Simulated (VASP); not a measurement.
Input of a VASP 6.6.1 run:

Contents of INCAR:

```
SYSTEM = AlP
ALGO = Normal ; EDIFF = 1E-6
ENCUT = 500 ; GGA = PE
GGA_COMPAT = .FALSE. ; ISIF = 2
ISMEAR = -1 ; IVDW = 12
LASPH = .TRUE. ; LCHARG = .TRUE.
LELF = .TRUE. ; LREAL = .FALSE.
LVHAR = .TRUE. ; LWAVE = .FALSE.
NBANDS = 11 ; NELM = 120
PREC = Accurate ; SIGMA = 0.01
```

File KPOINTS:

```
k-points
0
G
  6 6 6
  0 0 0
```

POSCAR

```
AlP
1.0
    0.0000000000      2.7789547475      2.7789547475
    2.7789547475      0.0000000000      2.7789547475
    2.7789547475      2.7789547475      0.0000000000
Al P
1 1
Direct
    0.0000000000      0.0000000000      0.0000000000
    0.2500000000      0.2500000000      0.2500000000
```

Potentials or basis: VASP PAW PBE potentials, release 64 (Al, P).

Command:

```sh
$ cat potpaw_PBE.64/Al/POTCAR potpaw_PBE.64/P/POTCAR > POTCAR
$ mpirun -np 1 vasp_std > vasp.out
```

(1) What does it give for the band gap on the k mesh?

(2) What does it give for the dispersion energy per atom?

Results:

(1) 1.68 eV, indirect (least direct gap 2.85 eV).

(2) -0.290 eV.
